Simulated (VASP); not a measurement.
# GaCo (P4/mmm) in VASP: a series of runs

GaCo is run at these levels: PBEsol; tasks: single point.

All numbers are computed with VASP 6.6.1; they aren't measurements. Logs are shortened: lines on timing, memory, paths and dates and some standing lists are left out, and cuts for length are marked.

### Step 1. The cell of the first run

The structure is tetragonal, space group P4/mmm (No. 123). The conventional cell has a = 2.652 Å, b = 2.652 Å, c = 2.883 Å, α = 90.00°, β = 90.00°, γ = 90.00°. Within 3.1 Å of Ga (site symmetry 4/mmm) lie 8 Co at 2.37 Å and 6 Ga at 2.65 to 2.88 Å. Co (site symmetry 4/mmm) has 8 Ga at 2.37 Å and 6 Co at 2.65 to 2.88 Å within 3.1 Å.

### Step 2. Single point, PBEsol (strain -0.080 along x and y, +0.000 along z)

INCAR reads:

```
SYSTEM = GaCo
ALGO = Fast
EDIFF = 1E-6
ENCUT = 520
GGA = PS
ISIF = 2
ISMEAR = 0
LASPH = .TRUE.
LCHARG = .FALSE.
LREAL = .FALSE.
LWAVE = .FALSE.
NBANDS = 18
NELM = 100
PREC = Accurate
SIGMA = 0.15
```

KPOINTS reads:

```
k-points
0
G
  16 16 16
  0 0 0
```

POSCAR reads:

```
GaCo
1.0
    2.6524520000      0.0000000000      0.0000000000
    0.0000000000      2.6524520000      0.0000000000
    0.0000000000      0.0000000000      2.8831000000
Ga Co
1 1
Direct
    0.5000000000      0.5000000000      0.5000000000
    0.0000000000      0.0000000000      0.0000000000
```

Potentials or basis: VASP PAW PBE potentials, release 64 (Ga_d, Co).

Command:

```
> cat potpaw_PBE.64/Ga_d/POTCAR potpaw_PBE.64/Co/POTCAR > POTCAR
> mpirun -np 1 vasp_std > vasp.out
```

OUTCAR:

```text
SYSTEM = GaCo
   EDIFF = 1E-6
   ENCUT = 520
   GGA = PS
   ISIF = 2
   ISMEAR = 0
   LASPH = .TRUE.
   LREAL = .FALSE.
   NELM = 100
   PREC = Accurate

 ion  position               nearest neighbor table
   1  0.500  0.500  0.500-   2 2.37   2 2.37   2 2.37   2 2.37   2 2.37   2 2.37   2 2.37   2 2.37

   2  0.000  0.000  0.000-   1 2.37   1 2.37   1 2.37   1 2.37   1 2.37   1 2.37   1 2.37   1 2.37

  LATTYP: Found a simple tetragonal cell.
 ALAT       =     2.6524520000
 C/A-ratio  =     1.0869565217

  Lattice vectors:

 A1 = (   2.6524520000,   0.0000000000,   0.0000000000)
 A2 = (   0.0000000000,   2.6524520000,   0.0000000000)
 A3 = (   0.0000000000,   0.0000000000,   2.8831000000)

Analysis of symmetry for initial positions (statically):
=====================================================================
 Subroutine PRICEL returns:
 Original cell was already a primitive cell.

 Routine SETGRP: Setting up the symmetry group for a
 simple tetragonal supercell.

 Subroutine GETGRP returns: Found 16 space group operations
 (whereof 16 operations were pure point group operations)
 out of a pool of 16 trial point group operations.

The static configuration has the point symmetry D_4h.

Analysis of symmetry for dynamics (positions and initial velocities):
=====================================================================
 Subroutine PRICEL returns:
 Original cell was already a primitive cell.

 Routine SETGRP: Setting up the symmetry group for a
 simple tetragonal supercell.

 Subroutine GETGRP returns: Found 16 space group operations
 (whereof 16 operations were pure point group operations)
 out of a pool of 16 trial point group operations.

The dynamic configuration has the point symmetry D_4h.

 Subroutine INISYM returns: Found 16 space group operations
 (whereof 16 operations are pure point group operations),
 and found     1 'primitive' translations

----------------------------------------------------------------------------------------

                                     Primitive cell

  volume of cell :      20.2841

  direct lattice vectors                    reciprocal lattice vectors
     2.652452000  0.000000000  0.000000000     0.377009650  0.000000000  0.000000000
     0.000000000  2.652452000  0.000000000     0.000000000  0.377009650  0.000000000
     0.000000000  0.000000000  2.883100000     0.000000000  0.000000000  0.346848878

  length of vectors
     2.652452000  2.652452000  2.883100000     0.377009650  0.377009650  0.346848878

  position of ions in fractional coordinates (direct lattice)
     0.500000000  0.500000000  0.500000000
     0.000000000  0.000000000  0.000000000

  ion indices of the primitive-cell ions
   primitive index   ion index
                 1           1
                 2           2

----------------------------------------------------------------------------------------

 KPOINTS: k-points

Automatic generation of k-mesh.
 Grid dimensions read from file:
 generate k-points for:   16   16   16

 Generating k-lattice:

  Cartesian coordinates                     Fractional coordinates (reciprocal lattice)
     0.023563103  0.000000000  0.000000000     0.062500000  0.000000000  0.000000000
     0.000000000  0.023563103  0.000000000     0.000000000  0.062500000  0.000000000
     0.000000000  0.000000000  0.021678055     0.000000000  0.000000000  0.062500000

  Length of vectors
     0.023563103  0.023563103  0.021678055

  Shift w.r.t. Gamma in fractional coordinates (k-lattice)
     0.000000000  0.000000000  0.000000000

 Subroutine IBZKPT returns following result:
 ===========================================

 Found    405 irreducible k-points:

 Following reciprocal coordinates:
            Coordinates               Weight
  0.000000  0.000000  0.000000      1.000000
  0.062500  0.000000  0.000000      4.000000
  0.125000  0.000000  0.000000      4.000000
  0.187500  0.000000  0.000000      4.000000
  0.250000  0.000000  0.000000      4.000000
  0.312500  0.000000  0.000000      4.000000
[... 16 lines left out ...]
  0.437500  0.125000  0.000000      8.000000
  0.500000  0.125000  0.000000      4.000000
 [... further k-points ...]
   k-points           NKPTS =    405   k-points in BZ     NKDIM =    405   number of bands    NBANDS=     18
   number of dos      NEDOS =    301   number of ions     NIONS =      2
   total plane-waves  NPLWV =   9600
   dimension x,y,z NGX =    20 NGY =   20 NGZ =   24
   dimension x,y,z NGXF=    40 NGYF=   40 NGZF=   48
   ions per type =               1   1
   NGX,Y,Z   is equivalent  to a cutoff of  12.54, 12.54, 13.84 a.u.
   NGXF,Y,Z  is equivalent  to a cutoff of  25.07, 25.07, 27.68 a.u.
 SYSTEM =  GaCo
   PREC   = accura    normal or accurate (medium, high low for compatibility)
   ISTART =      0    job   : 0-new  1-cont  2-samecut
   ICHARG =      2    charge: 1-file 2-atom 10-const
   ISPIN  =      1    spin polarized calculation?
   LNONCOLLINEAR =      F non collinear calculations
   LSORBIT =      F    spin-orbit coupling
   LASPH  =      T    aspherical Exc in radial PAW
   ENCUT  =  520.0 eV  38.22 Ry    6.18 a.u.   4.93  4.93  5.36*2*pi/ulx,y,z
   NELM   =    100;   NELMIN=  2; NELMDL= -5     # of ELM steps
   EDIFF  = 0.1E-05   stopping-criterion for ELM
   LREAL  =      F    real-space projection
   EDIFFG = 0.1E-04   stopping-criterion for IOM
   NSW    =      0    number of steps for IOM
   IBRION =     -1    ionic relax: 0-MD 1-quasi-New 2-CG
   NFREE  =      0    steps in history (QN), initial steepest desc. (CG)
   ISIF   =      2    stress and relaxation
   ISYM   =      2    0-nonsym 1-usesym 2-fastsym
   POTIM  = 0.5000    time-step for ionic-motion
   TEBEG  =    0.0;   TEEND  =   0.0 temperature during run
   PSTRESS=    0.0 pullay stress
   NELECT =      22.0000    total number of electrons
   NUPDOWN=      -1.0000    fix difference up-down
   EMIN   =  10.00;   EMAX   =-10.00  energy-range for DOS
   EFERMI =   0.00;   METHOD = LEGACY
   ISMEAR =     0;   SIGMA  =   0.15  broadening in eV -4-tet -1-fermi 0-gaus
   EFERMI_NEDOS =   21; number of points for ismear=-14 and -15
   IALGO  =     68    algorithm
   IMIX   =      4    mixing-type and parameters
     AMIX     =   0.40;   BMIX     =  1.00
     AMIX_MAG =   1.60;   BMIX_MAG =  1.00
  volume/ion in A,a.u.               =      10.14        68.44
  Fermi-wavevector in a.u.,A,eV,Ry     =   1.682019  3.178554 38.493421  2.829187
  Thomas-Fermi vector in A             =   2.765472
   LORBIT       =      0    0 simple, 1 ext, 2 COOP (PROOUT), +10 PAW based schemes
   GGA     = PS    functional components
   LHFCALC =     F    Hartree Fock is set to
   AEXX    =    0.0000 exact exchange contribution
   IVDW    =     0    specifies the selected vdW correction
   LEPSILON=     F    determine dielectric tensor
   LRPA    =     F    only Hartree local field effects (RPA)
 non-spin polarized calculation
 RMM-DIIS sequential band-by-band and
 Gauss-broadening in eV      SIGMA  =   0.15
  energy-cutoff  :      520.00
  volume of cell :       20.28
 maximum number of plane-waves:       558
 NGX is ok and might be reduce to    20
   NGX =  9   NGY =  9   NGZ = 11

 number of electron      21.9999999 magnetization

 Free energy of the ion-electron system (eV)
  ---------------------------------------------------
  ext. energy  EPLUGINS =         0.00000000
  ---------------------------------------------------
  free energy    TOTEN  =       -11.51952135 eV

  energy without entropy =      -11.50965852  energy(sigma->0) =      -11.51458993

 E-fermi :  11.8410     XC(G=0): -14.3260

 val. band max:       11.8312979655   @ k =   0.1875   0.1250   0.4375
 cond. band min:      11.8425586835   @ k =   0.5000   0.2500   0.3125
 fundamental gap:      0.0112607179
 Fermi energy:        11.8410176662

 k-point     1 :       0.0000    0.0000    0.0000
  band No.  band energies     occupation
      1      -3.6175      2.00000
      2      -3.5170      2.00000
      3      -3.0200      2.00000
      4      -3.0200      2.00000
      5      -2.9640      2.00000
      6      -1.5644      2.00000
[... 10 lines left out ...]
     17      28.0802      0.00000
     18      35.0092      0.00000

 k-point     2 :       0.0625    0.0000    0.0000
  band No.  band energies     occupation
      1      -3.6040      2.00000
      2      -3.5066      2.00000
      3      -3.0278      2.00000
      4      -3.0182      2.00000
      5      -2.9710      2.00000
      6      -1.4774      2.00000
[... 10 lines left out ...]
     17      28.5507      0.00000
     18      34.8260      0.00000

 k-point     3 :       0.1250    0.0000    0.0000
  band No.  band energies     occupation
      1      -3.5722      2.00000
      2      -3.4722      2.00000
      3      -3.0498      2.00000
      4      -3.0129      2.00000
      5      -2.9910      2.00000
      6      -1.2147      2.00000
[... 10 lines left out ...]
     17      30.0749      0.00000
     18      33.9269      0.00000

 k-point     4 :       0.1875    0.0000    0.0000
  band No.  band energies     occupation
      1      -3.5383      2.00000
      2      -3.4110      2.00000
      3      -3.0826      2.00000
      4      -3.0208      2.00000
      5      -3.0050      2.00000
      6      -0.7733      2.00000
[... 375 lines left out ...]
      4      -3.1681      2.00000
      5      -3.0200      2.00000
      6       1.9076      2.00000
[... 10 lines left out ...]
     17      27.2158      0.00000
     18      28.8697      0.00000

 k-point    23 :       0.4375    0.1250    0.0000
  band No.  band energies     occupation
      1      -3.3797      2.00000
      2      -3.2183      2.00000
      3      -3.2113      2.00000
      4      -3.1242      2.00000
      5      -3.0167      2.00000
      6       2.9711      2.00000
[... 10 lines left out ...]
     17      25.6349      0.00000
     18      28.0757      0.00000

 k-point    24 :       0.5000    0.1250    0.0000
  band No.  band energies     occupation
      1      -3.3752      2.00000
      2      -3.2261      2.00000
      3      -3.2195      2.00000
      4      -3.1089      2.00000
      5      -3.0155      2.00000
      6       3.8923      2.00000
[... 10 lines left out ...]
     17      24.6810      0.00000
     18      27.7802      0.00000

 [... further k-points ...]
[... 5 lines left out ...]
  --------------------------------------------------------------------------------------
  -------------------------------------------------------------------------------------
  Total        4.4021748      4.4021748      3.7154196      0.0000000     -0.0000000      0.0000000
  in kB      347.7147320    347.7147320    293.4699736      0.0000000     -0.0000000      0.0000000
  external PRESSURE =     329.6331458 kB  Pullay stress =       0.0000000 kB

 VOLUME and BASIS-vectors are now :
 -----------------------------------------------------------------------------
  energy-cutoff  :      520.00
  volume of cell :       20.28
      direct lattice vectors                 reciprocal lattice vectors
     2.652452000  0.000000000  0.000000000     0.377009650  0.000000000  0.000000000
     0.000000000  2.652452000  0.000000000     0.000000000  0.377009650  0.000000000
     0.000000000  0.000000000  2.883100000     0.000000000  0.000000000  0.346848878

 POSITION                                       TOTAL-FORCE (eV/Angst)
 -----------------------------------------------------------------------------------
      1.32623      1.32623      1.44155         0.000000      0.000000      0.000000
      0.00000      0.00000      0.00000         0.000000      0.000000      0.000000
 -----------------------------------------------------------------------------------
    total drift:                               -0.000000      0.000000      0.000000

  FREE ENERGIE OF THE ION-ELECTRON SYSTEM (eV)
  ---------------------------------------------------
  free  energy   TOTEN  =       -11.5195213478 eV

  energy  without entropy=      -11.5096585217  energy(sigma->0) =      -11.51458993
```

Wall time 68 s (1 thread of AMD EPYC 9R45 (Zen 5), shared host); peak memory 0.22 GiB.

What came out:

```
Free energy            : -11.5195 eV
Pressure               : 33.0 GPa
Band gap on the k mesh : zero (band 11 reaches 14.21 eV, above the bottom of band 12 at 11.57 eV)
```

Stress tensor (GPa, compression positive):
```
34.77  0.00  0.00
 0.00 34.77  0.00
 0.00  0.00 29.35
```

Levels at points of the mesh, in eV from the Fermi level:
| k point | band 8 | band 9 | band 10 | band 11 | band 12 | band 13 | band 14 | band 15 |
| --- | --- | --- | --- | --- | --- | --- | --- | --- |
| (0.00, 0.00, 0.00) | -3.08 | -0.80 | -0.80 | -0.55 | 3.81 | 7.05 | 7.05 | 11.15 |
| (0.50, 0.00, 0.00) | -2.80 | -2.54 | -1.80 | -0.80 | 0.60 | 11.12 | 11.84 | 12.32 |
| (0.50, 0.50, 0.00) | -3.18 | -2.60 | -1.59 | -1.59 | 0.04 | 3.68 | 4.70 | 11.89 |
| (0.00, 0.00, 0.50) | -2.98 | -1.81 | -1.81 | -0.58 | -0.25 | 12.66 | 12.66 | 12.95 |
| (0.50, 0.00, 0.50) | -3.50 | -2.96 | -1.28 | -1.15 | -0.27 | 3.08 | 3.85 | 14.23 |
| (0.50, 0.50, 0.50) | -4.88 | -0.26 | 0.07 | 1.93 | 4.33 | 4.40 | 4.40 | 5.36 |

Caveat: the cell differs from its parent crystal (strain -0.080 along x and y, +0.000 along z); the PAW data sets were made with another functional, which shifts forces and pressure a little.

(Part 1 of 3 ends here.)
